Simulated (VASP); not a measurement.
# MgO (Ama2) in VASP: notebook

MgO is run at these levels: PBE; tasks: single point.

Program: VASP 6.6.1. These are calculated values, not measurements. Logs are shortened: lines on timing, memory, paths and dates and some standing lists are left out, and cuts for length are marked.

## 1. The cell of the first run

It takes space group Ama2 (No. 40, orthorhombic). Conventional cell: a = 4.437 Å, b = 5.957 Å, c = 3.439 Å, α = 90.00°, β = 90.00°, γ = 90.00°. Mg (site symmetry m) has 5 O at 1.90 to 2.22 Å within 2.5 Å. O (site symmetry m) has 5 Mg at 1.90 to 2.22 Å within 2.5 Å.

## 2. Single point, PBE (mode 8 frozen in at -0.060 Å, strain +e along z and -e/2 along x and y +0.0467)

File INCAR:

```
ALGO     = Normal         # electronic algorithm
EDIFF    = 1E-6           # SCF threshold, eV
ENCUT    = 520            # plane-wave cutoff, eV
GGA      = PE             # functional
ISIF     = 2              # what is computed and relaxed
ISMEAR   = 0              # smearing method
LASPH    = True           # aspherical terms in the spheres
LCHARG   = True           # write CHGCAR
LELF     = True           # ELF
LREAL    = False          # projectors in reciprocal space
LVHAR    = True         
LWAVE    = False          # write WAVECAR
NBANDS   = 16             # bands
NELM     = 100            # most SCF steps
PREC     = Accurate       # precision mode
SIGMA    = 0.05           # smearing width, eV
```

File KPOINTS:

```
k-points
0
Gamma
  9 9 6
```

File POSCAR:

```
MgO
1.0
    3.4390937518      0.0000000000      0.0000000000
   -1.7195468759      2.9783425551      0.0000000000
    0.0000000000      0.0000000000      4.4373615866
Mg O
2 2
Direct
    0.6778828062      0.3333333333      0.7500000000
    0.3445494728      0.6666666667      0.2500000000
    0.6496275848      0.3333333333      0.2500000000
    0.3162942515      0.6666666667      0.7500000000
```

Potentials or basis: VASP PAW PBE potentials, release 64 (Mg, O).

Started as:

```sh
> cat potpaw_PBE.64/Mg/POTCAR potpaw_PBE.64/O/POTCAR > POTCAR
> mpirun -np 1 vasp_std > vasp.out
```

OUTCAR:

```text
EDIFF = 1E-6
   ENCUT = 520
   GGA = PE
   ISIF = 2
   ISMEAR = 0
   LASPH = True
   LREAL = False
   NELM = 100
   PREC = Accurate

 ion  position               nearest neighbor table
   1  0.678  0.333  0.750-   4 1.90   4 1.99   4 2.07   3 2.22   3 2.22   2 2.98   2 2.98   2 2.98
                             2 2.98   2 2.98   2 2.98
   2  0.345  0.667  0.250-   3 1.90   3 1.99   3 2.07   4 2.22   4 2.22   1 2.98   1 2.98   1 2.98
                             1 2.98   1 2.98   1 2.98
   3  0.650  0.333  0.250-   2 1.90   2 1.99   2 2.07   1 2.22   1 2.22
   4  0.316  0.667  0.750-   1 1.90   1 1.99   1 2.07   2 2.22   2 2.22

  LATTYP: Found a hexagonal cell.
 ALAT       =     3.4390937518
 C/A-ratio  =     1.2902706081

  Lattice vectors:

 A1 = (   3.4390937518,   0.0000000000,   0.0000000000)
 A2 = (  -1.7195468759,   2.9783425551,   0.0000000000)
 A3 = (   0.0000000000,   0.0000000000,   4.4373615866)

Analysis of symmetry for initial positions (statically):
=====================================================================
 Subroutine PRICEL returns:
 Original cell was already a primitive cell.

 Routine SETGRP: Setting up the symmetry group for a
 hexagonal supercell.

 Subroutine GETGRP returns: Found  4 space group operations
 (whereof  2 operations were pure point group operations)
 out of a pool of 24 trial point group operations.

The static configuration has the point symmetry C_2 .
 The point group associated with its full space group is C_2v.

Analysis of symmetry for dynamics (positions and initial velocities):
=====================================================================
 Subroutine PRICEL returns:
 Original cell was already a primitive cell.

 Routine SETGRP: Setting up the symmetry group for a
 hexagonal supercell.

 Subroutine GETGRP returns: Found  4 space group operations
 (whereof  2 operations were pure point group operations)
 out of a pool of 24 trial point group operations.

The dynamic configuration has the point symmetry C_2 .
 The point group associated with its full space group is C_2v.

 Subroutine INISYM returns: Found  4 space group operations
 (whereof  2 operations are pure point group operations),
 and found     1 'primitive' translations

[... 90 lines left out ...]
   ISTART =      0    job   : 0-new  1-cont  2-samecut
   ICHARG =      2    charge: 1-file 2-atom 10-const
   ISPIN  =      1    spin polarized calculation?
   LNONCOLLINEAR =      F non collinear calculations
   LSORBIT =      F    spin-orbit coupling
   LASPH  =      T    aspherical Exc in radial PAW
   ENCUT  =  520.0 eV  38.22 Ry    6.18 a.u.   6.39  6.39  8.25*2*pi/ulx,y,z
   NELM   =    100;   NELMIN=  2; NELMDL= -5     # of ELM steps
   EDIFF  = 0.1E-05   stopping-criterion for ELM
   LREAL  =      F    real-space projection
   EDIFFG = 0.1E-04   stopping-criterion for IOM
   NSW    =      0    number of steps for IOM
   IBRION =     -1    ionic relax: 0-MD 1-quasi-New 2-CG
   NFREE  =      0    steps in history (QN), initial steepest desc. (CG)
   ISIF   =      2    stress and relaxation
   ISYM   =      2    0-nonsym 1-usesym 2-fastsym
   POTIM  = 0.5000    time-step for ionic-motion
   TEBEG  =    0.0;   TEEND  =   0.0 temperature during run
   PSTRESS=    0.0 pullay stress
   NELECT =      16.0000    total number of electrons
   NUPDOWN=      -1.0000    fix difference up-down
   EMIN   =  10.00;   EMAX   =-10.00  energy-range for DOS
   EFERMI =   0.00;   METHOD = LEGACY
   ISMEAR =     0;   SIGMA  =   0.05  broadening in eV -4-tet -1-fermi 0-gaus
   EFERMI_NEDOS =   21; number of points for ismear=-14 and -15
   IALGO  =     38    algorithm
   IMIX   =      4    mixing-type and parameters
     AMIX     =   0.40;   BMIX     =  1.00
     AMIX_MAG =   1.60;   BMIX_MAG =  1.00
  volume/ion in A,a.u.               =      11.36        76.68
  Fermi-wavevector in a.u.,A,eV,Ry     =   1.155936  2.184402 18.179931  1.336187
  Thomas-Fermi vector in A             =   2.292560
   LORBIT       =      0    0 simple, 1 ext, 2 COOP (PROOUT), +10 PAW based schemes
   GGA     = PE    functional components
   LHFCALC =     F    Hartree Fock is set to
   AEXX    =    0.0000 exact exchange contribution
   IVDW    =     0    specifies the selected vdW correction
   LEPSILON=     F    determine dielectric tensor
   LRPA    =     F    only Hartree local field effects (RPA)
 non-spin polarized calculation
 Gauss-broadening in eV      SIGMA  =   0.05
  energy-cutoff  :      520.00
  volume of cell :       45.45
 maximum number of plane-waves:      1247
 NGX is ok and might be reduce to    28
   NGX = 13   NGY = 13   NGZ = 17

 number of electron      15.9999998 magnetization

 Free energy of the ion-electron system (eV)
  ---------------------------------------------------
  ext. energy  EPLUGINS =         0.00000000
  ---------------------------------------------------
  free energy    TOTEN  =       -23.50752746 eV

  energy without entropy =      -23.50752746  energy(sigma->0) =      -23.50752746

 E-fermi :   2.0822     XC(G=0):  -9.9416

 val. band max:        1.8890401941   @ k =   0.0000   0.0000   0.0000
 cond. band min:       5.0597043658   @ k =   0.0000   0.0000   0.0000
 fundamental gap:      3.1706641718
 Fermi energy:         2.0821702102

 k-point     1 :       0.0000    0.0000    0.0000
  band No.  band energies     occupation
      1     -14.9784      2.00000
      2     -13.7914      2.00000
      3      -1.8320      2.00000
      4       0.2281      2.00000
      5       0.2372      2.00000
      6       0.9676      2.00000
[... 433 lines left out ...]
      3      -1.6110      2.00000
      4      -0.5442      2.00000
      5      -0.3073      2.00000
      6      -0.2293      2.00000
[... 8 lines left out ...]
     15      15.3717      0.00000
     16      16.9058      0.00000

 [... further k-points ...]
[... 5 lines left out ...]
  --------------------------------------------------------------------------------------
  -------------------------------------------------------------------------------------
  Total        1.6362923      1.3213215     -1.7042651      0.0000000      0.0000000      0.0000000
  in kB       57.6803635     46.5774370    -60.0764488      0.0000000      0.0000000      0.0000000
  external PRESSURE =      14.7271172 kB  Pullay stress =       0.0000000 kB

 VOLUME and BASIS-vectors are now :
 -----------------------------------------------------------------------------
  energy-cutoff  :      520.00
  volume of cell :       45.45
      direct lattice vectors                 reciprocal lattice vectors
     3.439093752  0.000000000  0.000000000     0.290774277  0.167878607  0.000000000
    -1.719546876  2.978342555  0.000000000     0.000000000  0.335757214  0.000000000
     0.000000000  0.000000000  4.437361587     0.000000000  0.000000000  0.225359142

 POSITION                                       TOTAL-FORCE (eV/Angst)
 -----------------------------------------------------------------------------------
      1.75812      0.99278      3.32802        -1.053294     -0.172614      0.000000
      0.03857      1.98556      1.10934        -1.053294      0.172614      0.000000
      1.66095      0.99278      1.10934         1.053294     -0.174740      0.000000
     -0.05860      1.98556      3.32802         1.053294      0.174740      0.000000
 -----------------------------------------------------------------------------------
    total drift:                                0.000034      0.000002     -0.000000

  FREE ENERGIE OF THE ION-ELECTRON SYSTEM (eV)
  ---------------------------------------------------
  free  energy   TOTEN  =       -23.5075274620 eV

  energy  without entropy=      -23.5075274620  energy(sigma->0) =      -23.50752746
```

It took 29 s on 1 thread of AMD EPYC 9R45 (Zen 5), shared host; peak memory 0.18 GiB.

What came out:

- Free energy: -23.5075 eV
- Pressure: 1.5 GPa
- Largest force: 1.068 eV/Å
- Band gap on the k mesh: 3.17 eV, direct

Forces on the atoms (eV/Å):
```
Mg  -1.053 -0.173  0.000
Mg  -1.053  0.173  0.000
O    1.053 -0.175  0.000
O    1.053  0.175  0.000
```

Levels at points of the mesh, in eV from the valence-band top:
```tsv
k point	band 6	band 7	band 8	band 9	band 10	band 11
(0.00, 0.00, 0.00)	-0.92	-0.92	0.00	3.17	8.91	11.27
(0.00, 0.00, 0.50)	-1.38	-1.21	-1.21	6.13	6.13	13.06
```

Caveat: the cell differs from its parent crystal (mode 8 frozen in at -0.060 Å, strain +e along z and -e/2 along x and y +0.0467); forces of over 1 eV/Å act on the atoms, so gaps and moduli don't describe the material at rest.

## 3. Single point, PBE (mode 8 frozen in at -0.030 Å, strain +e along z and -e/2 along x and y -0.0467)

File INCAR:

```
SYSTEM = MgO
  PREC = Accurate
  ENCUT = 520
  EDIFF = 1E-7
  ISMEAR = 0
  SIGMA = 0.05
  LREAL = .FALSE.
  LASPH = .TRUE.
  NELM = 60
  ALGO = Normal
  ISIF = 2
  LWAVE = .FALSE.
  LCHARG = .FALSE.
  GGA = PE
  NBANDS = 16
```

File KPOINTS:

```
Automatic mesh
0
G
  9 9 6
  0 0 0
```

File POSCAR:

```
MgO
1.0
    3.6035392320      0.0000000000      0.0000000000
   -1.8017696160      3.1207565184      0.0000000000
    0.0000000000      0.0000000000      4.0414032678
Mg O
2 2
Direct
    0.6722747364      0.3333333333      0.7500000000
    0.3389414031      0.6666666667      0.2500000000
    0.6581471257      0.3333333333      0.2500000000
    0.3248137924      0.6666666667      0.7500000000
```

Potentials or basis: VASP PAW PBE potentials, release 64 (Mg, O).

Started as:

```sh
> cat potpaw_PBE.64/Mg/POTCAR potpaw_PBE.64/O/POTCAR > POTCAR
> mpirun -np 1 vasp_std > vasp.out
```

Wall time 27 s (1 thread of AMD EPYC 9R45 (Zen 5), shared host); peak memory 0.17 GiB.

The run converged. Its results:

```yaml
Free_energy: -23.5803 eV
Pressure: 1.4 GPa
Largest_force: 0.307 eV/Å
Band_gap_on_the_k_mesh: 3.37 eV, direct
```

Forces in eV/Å, atoms in the order of the input:
```
Mg  -0.306 -0.026  0.000
Mg  -0.306  0.026  0.000
O    0.306 -0.027  0.000
O    0.306  0.027  0.000
```

Stress tensor (GPa, compression positive):
```
-2.57  0.00  0.00
 0.00 -2.79  0.00
 0.00  0.00  9.66
```

Levels at points of the mesh, in eV from the valence-band top:
| k point | band 6 | band 7 | band 8 | band 9 | band 10 | band 11 |
| --- | --- | --- | --- | --- | --- | --- |
| (0.00, 0.00, 0.00) | -0.58 | -0.58 | 0.00 | 3.37 | 9.60 | 12.03 |
| (0.00, 0.00, 0.50) | -1.19 | -1.10 | -1.10 | 6.46 | 6.46 | 12.34 |

Caveat: the cell differs from its parent crystal (mode 8 frozen in at -0.030 Å, strain +e along z and -e/2 along x and y -0.0467).

## 4. Single point, PBE (mode 8 frozen in at -0.015 Å, strain +e along z and -e/2 along x and y -0.0233)

File INCAR:

```
PREC = Accurate ; ENCUT = 520
EDIFF = 1E-7 ; ISMEAR = 0
SIGMA = 0.05 ; LREAL = False
LASPH = True ; NELM = 80
ALGO = Normal ; ISIF = 2
LWAVE = False ; LCHARG = False
GGA = PE ; NBANDS = 16
```

File KPOINTS:

```
Automatic mesh
0
Gamma
  9 9 6
```

File POSCAR:

```
MgO
1.0
    3.5623398291      0.0000000000      0.0000000000
   -1.7811699146      3.0850767889      0.0000000000
    0.0000000000      0.0000000000      4.1406048166
Mg O
2 2
Direct
    0.6694707015      0.3333333333      0.7500000000
    0.3361373682      0.6666666667      0.2500000000
    0.6624068962      0.3333333333      0.2500000000
    0.3290735629      0.6666666667      0.7500000000
```

Started as:

```sh
> cat potpaw_PBE.64/Mg/POTCAR potpaw_PBE.64/O/POTCAR > POTCAR
> mpirun -np 1 vasp_std > vasp.out
```

It took 25 s on 1 thread of AMD EPYC 9R45 (Zen 5), shared host; peak memory 0.18 GiB.

Results (log left out):

```
Free energy            : -23.6529 eV
Pressure               : 0.0 GPa
Largest force          : 0.177 eV/Å
Band gap on the k mesh : 3.31 eV, direct
```

Forces on the atoms (eV/Å):
```
Mg  -0.177 -0.007  0.000
Mg  -0.177  0.007  0.000
O    0.177 -0.008  0.000
O    0.177  0.008  0.000
```

Stress tensor (GPa, compression positive):
```
-1.85  0.00  0.00
 0.00 -1.90  0.00
 0.00  0.00  3.69
```

Levels at points of the mesh, in eV from the valence-band top:
| k point | band 6 | band 7 | band 8 | band 9 | band 10 | band 11 |
| --- | --- | --- | --- | --- | --- | --- |
| (0.00, 0.00, 0.00) | -0.68 | -0.68 | 0.00 | 3.31 | 9.37 | 12.17 |
| (0.00, 0.00, 0.50) | -1.22 | -1.17 | -1.17 | 6.36 | 6.36 | 12.51 |

Caveat: the cell differs from its parent crystal (mode 8 frozen in at -0.015 Å, strain +e along z and -e/2 along x and y -0.0233).

(Continued in part 2 of 2.)
